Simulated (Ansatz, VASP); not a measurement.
# SiNi3 in VASP and in Ansatz

The input INCAR:

```
  ALGO = Normal
  EDIFF = 1E-6
  ENCUT = 520
  GGA = PE
  ISIF = 2
  ISMEAR = -1
  ISPIN = 2
  LASPH = True
  LCHARG = False
  LMAXMIX = 4
  LORBIT = 11
  LREAL = False
  LWAVE = False
  MAGMOM = 1 1 1 0
  NBANDS = 29
  NELM = 150
  NUPDOWN = 3.0
  PREC = Accurate
  SIGMA = 0.05
```

The input KPOINTS:

```
k-points
0
Gamma
  6 6 6
```

File POSCAR:

```
SiNi3
1.0
    3.5420000000      0.0000000000      0.0000000000
    0.0000000000      3.5420000000      0.0000000000
    0.0000000000      0.0000000000      3.5420000000
Ni Si
3 1
Direct
    0.5000000000      0.5000000000      0.0000000000
    0.5000000000      0.0000000000      0.5000000000
    0.0000000000      0.5000000000      0.5000000000
    0.0000000000      0.0000000000      0.0000000000
```

input.yaml

```yaml
crystal:
  lattice:
    - [3.542, 0.0, 0.0]
    - [0.0, 3.542, 0.0]
    - [0.0, 0.0, 3.542]
  atoms:
    - { symbol: Ni, position: [0.5, 0.5, 0.0], spin: 1.0 }
    - { symbol: Ni, position: [0.5, 0.0, 0.5], spin: 1.0 }
    - { symbol: Ni, position: [0.0, 0.5, 0.5], spin: 1.0 }
    - { symbol: Si, position: [0.0, 0.0, 0.0] }
hamiltonian:
  xc: pbe
  pseudopotentials: { kind: paw }
magnetization:
  spin_polarized: true
  initial_magnetization: 3.0
  spin_locking: { lock_magnetization: hard }
kpoints:
  mp_grid: { grid: [6, 6, 6] }
scf:
  occupations: { method: fermi_dirac, width: 0.05 }
  lower_state_search: "off"
output:
  forces: true
  stress: true
  eigenvalues: true
```

Alike in both runs: task single point; functional PBE; k mesh 6 × 6 × 6; occupations fermi-dirac, width 0.05 eV; collinear spin; fixed moment 3 μB.

```csv
,VASP,Ansatz
version,VASP 6.6.1,Ansatz 0.2.0
potentials or method,"VASP PAW PBE potentials, release 64 (Ni, Si)",Ansatz PAW
plane-wave cutoff (eV),520,420
valence electrons in the cell,34,58
```

Ansatz gave:

| Item | Value |
| --- | --- |
| pressure (GPa) | 1.7 |
| net moment per atom (μB) | 0.75 |
| size of the moment on the site where the two differ most (μB) | 0.15 |

Task: Which values does VASP return?

Result: Pressure (GPa): 1.7; net moment per atom (μB): 0.75; size of the moment on the site where the two differ most (μB): 0.13.

Site moments also hang on the region over which each program counts them. With one functional, cell and mesh, what is left measures potentials, basis and numerics. VASP's potentials hold 34 valence electrons a cell and Ansatz's 58, so a difference there can come from the potentials and not from the codes.
